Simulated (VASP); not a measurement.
# Sn (Im-3m) in VASP: further runs, part 2 of 3

VASP 6.6.1.

**3. Relaxation of cell and atoms, PBE**

This run uses another cell than the first one, of 28.00 Å³/atom, 1.010 times its volume.

Contents of INCAR:

```
SYSTEM = Sn
PREC = Accurate ; ENCUT = 600
EDIFF = 1E-7 ; ISMEAR = -1
SIGMA = 0.1 ; LREAL = .False.
LASPH = .True. ; NELM = 80
ALGO = Normal ; ISIF = 3
LWAVE = .False. ; LCHARG = .False.
GGA = PE ; IBRION = 2
NSW = 60 ; EDIFFG = -0.005
```

Contents of KPOINTS:

```
regular mesh
0
Gamma
  16 16 16
  0 0 0
```

Contents of POSCAR:

```
Sn
1.0
   -1.9129311828      1.9129311828      1.9129311828
    1.9129311828     -1.9129311828      1.9129311828
    1.9129311828      1.9129311828     -1.9129311828
Sn
1
Direct
    0.0000000000      0.0000000000      0.0000000000
```

Potentials or basis: VASP PAW PBE potentials, release 64 (Sn_d).

Command:

```
$ cat potpaw_PBE.64/Sn_d/POTCAR > POTCAR
$ mpirun -np 1 vasp_std > vasp.out
```

OUTCAR:

```text
SYSTEM = Sn
   PREC = Accurate
   ENCUT = 600
   EDIFF = 1E-7
   ISMEAR = -1
   LREAL = .False.
   LASPH = .True.
   NELM = 80
   ISIF = 3
   GGA = PE
   IBRION = 2
   NSW = 60
   EDIFFG = -0.005

 ion  position               nearest neighbor table
   1  0.000  0.000  0.000-

  LATTYP: Found a body centered cubic cell.
 ALAT       =     3.8258623656

  Lattice vectors:

 A1 = (  -1.9129311828,   1.9129311828,   1.9129311828)
 A2 = (   1.9129311828,  -1.9129311828,   1.9129311828)
 A3 = (   1.9129311828,   1.9129311828,  -1.9129311828)

Analysis of symmetry for initial positions (statically):
=====================================================================
 Subroutine PRICEL returns:
 Original cell was already a primitive cell.

 Routine SETGRP: Setting up the symmetry group for a
 body centered cubic supercell.

 Subroutine GETGRP returns: Found 48 space group operations
 (whereof 48 operations were pure point group operations)
 out of a pool of 48 trial point group operations.

The static configuration has the point symmetry O_h .

Analysis of symmetry for dynamics (positions and initial velocities):
=====================================================================
 Subroutine PRICEL returns:
 Original cell was already a primitive cell.

 Routine SETGRP: Setting up the symmetry group for a
 body centered cubic supercell.

 Subroutine GETGRP returns: Found 48 space group operations
 (whereof 48 operations were pure point group operations)
 out of a pool of 48 trial point group operations.

The dynamic configuration has the point symmetry O_h .

 Subroutine INISYM returns: Found 48 space group operations
 (whereof 48 operations are pure point group operations),
 and found     1 'primitive' translations

----------------------------------------------------------------------------------------

                                     Primitive cell

  volume of cell :      28.0000

  direct lattice vectors                    reciprocal lattice vectors
    -1.912931183  1.912931183  1.912931183     0.000000000  0.261378979  0.261378979
     1.912931183 -1.912931183  1.912931183     0.261378979  0.000000000  0.261378979
     1.912931183  1.912931183 -1.912931183     0.261378979  0.261378979  0.000000000

  length of vectors
     3.313294000  3.313294000  3.313294000     0.369645697  0.369645697  0.369645697

  position of ions in fractional coordinates (direct lattice)
     0.000000000  0.000000000  0.000000000

  ion indices of the primitive-cell ions
   primitive index   ion index
                 1           1

----------------------------------------------------------------------------------------

 KPOINTS: regular mesh

Automatic generation of k-mesh.
 Grid dimensions read from file:
 generate k-points for:   16   16   16

 Generating k-lattice:

  Cartesian coordinates                     Fractional coordinates (reciprocal lattice)
     0.000000000  0.016336186  0.016336186     0.062500000  0.000000000  0.000000000
     0.016336186  0.000000000  0.016336186     0.000000000  0.062500000  0.000000000
     0.016336186  0.016336186  0.000000000     0.000000000  0.000000000  0.062500000
[... 40 lines left out ...]
   number of dos      NEDOS =    301   number of ions     NIONS =      1
   total plane-waves  NPLWV =  21952
   dimension x,y,z NGX =    28 NGY =   28 NGZ =   28
   dimension x,y,z NGXF=    56 NGYF=   56 NGZF=   56
   ions per type =               1
   NGX,Y,Z   is equivalent  to a cutoff of  14.05, 14.05, 14.05 a.u.
   NGXF,Y,Z  is equivalent  to a cutoff of  28.10, 28.10, 28.10 a.u.
 SYSTEM =  Sn
   PREC   = accura    normal or accurate (medium, high low for compatibility)
   ISTART =      0    job   : 0-new  1-cont  2-samecut
   ICHARG =      2    charge: 1-file 2-atom 10-const
   ISPIN  =      1    spin polarized calculation?
   LNONCOLLINEAR =      F non collinear calculations
   LSORBIT =      F    spin-orbit coupling
   LASPH  =      T    aspherical Exc in radial PAW
   ENCUT  =  600.0 eV  44.10 Ry    6.64 a.u.   6.62  6.62  6.62*2*pi/ulx,y,z
   NELM   =     80;   NELMIN=  2; NELMDL= -5     # of ELM steps
   EDIFF  = 0.1E-06   stopping-criterion for ELM
   LREAL  =      F    real-space projection
   EDIFFG = -.5E-02   stopping-criterion for IOM
   NSW    =     60    number of steps for IOM
   IBRION =      2    ionic relax: 0-MD 1-quasi-New 2-CG
   NFREE  =      1    steps in history (QN), initial steepest desc. (CG)
   ISIF   =      3    stress and relaxation
   ISYM   =      2    0-nonsym 1-usesym 2-fastsym
   POTIM  = 0.5000    time-step for ionic-motion
   TEBEG  =    0.0;   TEEND  =   0.0 temperature during run
   PSTRESS=    0.0 pullay stress
   NELECT =      14.0000    total number of electrons
   NUPDOWN=      -1.0000    fix difference up-down
   EMIN   =  10.00;   EMAX   =-10.00  energy-range for DOS
   EFERMI =   0.00;   METHOD = LEGACY
   ISMEAR =    -1;   SIGMA  =   0.10  broadening in eV -4-tet -1-fermi 0-gaus
   EFERMI_NEDOS =   21; number of points for ismear=-14 and -15
   IALGO  =     38    algorithm
   IMIX   =      4    mixing-type and parameters
     AMIX     =   0.40;   BMIX     =  1.00
     AMIX_MAG =   1.60;   BMIX_MAG =  1.00
  volume/ion in A,a.u.               =      28.00       188.95
  Fermi-wavevector in a.u.,A,eV,Ry     =   1.299366  2.455446 22.971424  1.688352
  Thomas-Fermi vector in A             =   2.430634
   LORBIT       =      0    0 simple, 1 ext, 2 COOP (PROOUT), +10 PAW based schemes
   GGA     = PE    functional components
   LHFCALC =     F    Hartree Fock is set to
   AEXX    =    0.0000 exact exchange contribution
   IVDW    =     0    specifies the selected vdW correction
   LEPSILON=     F    determine dielectric tensor
   LRPA    =     F    only Hartree local field effects (RPA)
 conjugate gradient relaxation of ions
 non-spin polarized calculation
  energy-cutoff  :      600.00
  volume of cell :       28.00
 maximum number of plane-waves:       959
   NGX = 13   NGY = 13   NGZ = 13

--------------------------------------- Ionic step        1  -------------------------------------------

 number of electron      13.9999999 magnetization

 Free energy of the ion-electron system (eV)
  ---------------------------------------------------
  ext. energy  EPLUGINS =         0.00000000
  ---------------------------------------------------
  free energy    TOTEN  =        -3.78273363 eV

  energy without entropy =       -3.76237723  energy(sigma->0) =       -3.77255543

------------------------ aborting loop because EDIFF is reached ----------------------------------------

  FORCE on cell =-STRESS in cart. coord.  units (eV):
  Direction    XX          YY          ZZ          XY          YZ          ZX
  --------------------------------------------------------------------------------------
  -------------------------------------------------------------------------------------
  Total       -0.0775060     -0.0775060     -0.0775060     -0.0000000      0.0000000      0.0000000
  in kB       -4.4349409     -4.4349409     -4.4349409     -0.0000000      0.0000000      0.0000000
  external PRESSURE =      -4.4349409 kB  Pullay stress =       0.0000000 kB
[... 57 lines left out ...]
--------------------------------------- Ionic step        3  -------------------------------------------

 number of electron      13.9999997 magnetization

 Free energy of the ion-electron system (eV)
  ---------------------------------------------------
  ext. energy  EPLUGINS =         0.00000000
  ---------------------------------------------------
  free energy    TOTEN  =        -3.78311147 eV

  energy without entropy =       -3.76265643  energy(sigma->0) =       -3.77288395

 E-fermi :   7.8255     XC(G=0): -10.2736

 val. band max:        7.8084988761   @ k =  -0.3750   0.4375   0.3125
 cond. band min:       7.8490344054   @ k =   0.5000   0.5000   0.4375
 fundamental gap:      0.0405355293
 Fermi energy:         7.8255079118

 k-point     1 :       0.0000    0.0000    0.0000
  band No.  band energies     occupation
      1     -13.7018      2.00000
      2     -13.7018      2.00000
      3     -13.7018      2.00000
      4     -13.5717      2.00000
      5     -13.5717      2.00000
      6      -3.0921      2.00000
      7      15.6339      0.00000
      8      15.6339      0.00000
      9      15.6339      0.00000
     10      19.9232      0.00000
     11      19.9232      0.00000
[... 309 lines left out ...]
 k-point    24 :       0.2500    0.1875    0.0000
  band No.  band energies     occupation
      1     -13.7170      2.00000
      2     -13.6654      2.00000
      3     -13.5921      2.00000
      4     -13.5844      2.00000
      5     -13.5404      2.00000
      6      -0.0309      2.00000
      7       6.8526      1.99988
      8       9.0052      0.00002
      9      12.5527      0.00000
     10      17.5258      0.00000
     11      18.7185      0.00000

 [... further k-points ...]
[... 5 lines left out ...]
  --------------------------------------------------------------------------------------
  -------------------------------------------------------------------------------------
  Total        0.0001660      0.0001660      0.0001660      0.0000000      0.0000000     -0.0000000
  in kB        0.0095909      0.0095909      0.0095909      0.0000000      0.0000000     -0.0000000
  external PRESSURE =       0.0095909 kB  Pullay stress =       0.0000000 kB
[... 16 lines left out ...]
  FREE ENERGIE OF THE ION-ELECTRON SYSTEM (eV)
  ---------------------------------------------------
  free  energy   TOTEN  =        -3.7831114738 eV

  energy  without entropy=       -3.7626564259  energy(sigma->0) =       -3.77288395

 reached required accuracy - stopping structural energy minimisation
```

CONTCAR:

```text
Sn
   1.00000000000000
    -1.9068035734917281    1.9068035734917281    1.9068035734917281
     1.9068035734917281   -1.9068035734917281    1.9068035734917281
     1.9068035734917281    1.9068035734917281   -1.9068035734917281
  Sn
     1
Direct
     0.0000000000000000    0.0000000000000000    0.0000000000000000

  0.00000000E+00  0.00000000E+00  0.00000000E+00
```

Wall time 99 s (1 thread of Intel Xeon Platinum 8488C (Sapphire Rapids), shared host); peak memory 0.2 GiB.

What came out:

- Free energy: -3.7831 eV
- Relaxed volume: 27.73 Å³/atom
- Relaxed cell: a = 3.303 Å, b = 3.303 Å, c = 3.303 Å, α = 109.47°, β = 109.47°, γ = 109.47°
- Space group after relaxing (to 0.05 Å): Im-3m (No. 229)
- Energy gained by relaxing: 0.4 meV/atom
- Ionic steps: 3
- Pressure after relaxing: 0.0 GPa
- Band gap on the k mesh: zero (band 7 reaches 15.63 eV, above the bottom of band 8 at 5.53 eV)

Step by step:
```tsv
step	energy change (eV)	largest force (eV/Å)	pressure (GPa)	volume (Å³)
1	0.0000	0.0000	-0.44	28.00
2	-0.0004	0.0000	0.08	27.69
3	-0.0004	0.0000	0.00	27.73
```

Final structure:
```
Sn
1.0
    -1.90680    1.90680    1.90680
     1.90680   -1.90680    1.90680
     1.90680    1.90680   -1.90680
Sn
1
Direct
  0.00000 0.00000 0.00000
```

Levels at points of the mesh, in eV from the Fermi level:
| k point | band 3 | band 4 | band 5 | band 6 | band 7 | band 8 | band 9 | band 10 | band 11 |
| --- | --- | --- | --- | --- | --- | --- | --- | --- | --- |
| (0.00, 0.00, 0.00) | -21.53 | -21.40 | -21.40 | -10.92 | 7.81 | 7.81 | 7.81 | 12.10 | 12.10 |
| (0.50, 0.00, 0.00) | -21.40 | -21.40 | -21.32 | -6.37 | -4.30 | 3.56 | 5.39 | 7.87 | 8.21 |
| (0.50, 0.50, 0.50) | -21.34 | -21.34 | -21.34 | -2.56 | -0.43 | -0.43 | -0.43 | 3.86 | 3.86 |

Caveat: spin-orbit coupling is left out, which moves the levels of the heavy elements.

(Part 2 of 3 ends here.)
